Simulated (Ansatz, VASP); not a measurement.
Two plane-wave programs on Al

```
CELL_PARAMETERS angstrom
-3.40702 2.96770 1.44892
2.96770 -3.40702 1.44892
2.61811 2.61811 -2.25355
ATOMIC_POSITIONS crystal
Al 0.98855 0.01145 0.00000
Al 0.76145 0.23855 0.50000
```

Alike in both runs: task single point; functional BLYP; k mesh 17 × 17 × 12; occupations fermi-dirac, width 0.1 eV; no spin polarisation.

|  | VASP | Ansatz |
| --- | --- | --- |
| version | VASP 6.6.1 | Ansatz 0.2.0 |
| potentials or method | VASP PAW PBE potentials, release 64 (Al), cutoff 520 eV | plane waves (420 eV) with PAW, scalar-relativistic |
| valence electrons in the cell | 6 | 6 |

```csv
,VASP,Ansatz,Ansatz less VASP
pressure (GPa),-4.5,-4.5,-0.04
"traceless stress, the component that is largest in VASP (GPa)",0.64,0.64,-0.002
```

VASP's potentials were made for PBE, not for BLYP. The functional is the same, so the differences come from potentials, cutoffs and numerics.
